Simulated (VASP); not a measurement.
The system is TlB.

```
Tl B
1.0
    -2.13749    2.13749    2.34287
     2.13749   -2.13749    2.34287
     2.13749    2.13749   -2.34287
Tl B
1 1
Direct
  0.50000 0.50000 0.00000
  0.00000 0.00000 0.00000
```

Base run:

```yaml
Program: VASP 6.6.1
Functional: r2SCAN
Potentials_or_basis: VASP PAW PBE potentials, release 64 (Tl_d, B)
Cutoff: 550 eV
k_mesh: 7 × 7 × 7
Occupations: fermi-dirac, width 0.05 eV
Spin: non-collinear spin, zero start, spin-orbit coupling
Starting_moments: "[[0.0, 0.0, 0.0], [0.0, 0.0, 0.0]] μB"
```

Its results: pressure -6.2 GPa.

Problem. The run is repeated on the same cell with these changes: spin from non-collinear spin, zero start, spin-orbit coupling to no spin polarisation; further incar settings from ALGO = Normal; EDIFF = 1e-06; NBANDS = 28 to ALGO = Normal; EDIFF = 1e-06; NBANDS = 15. What comes out?

Solution. Pressure -5.6 GPa.

Caveats: the cell stands under tension; the PAW data sets were made with another functional, which shifts forces and pressure a little.
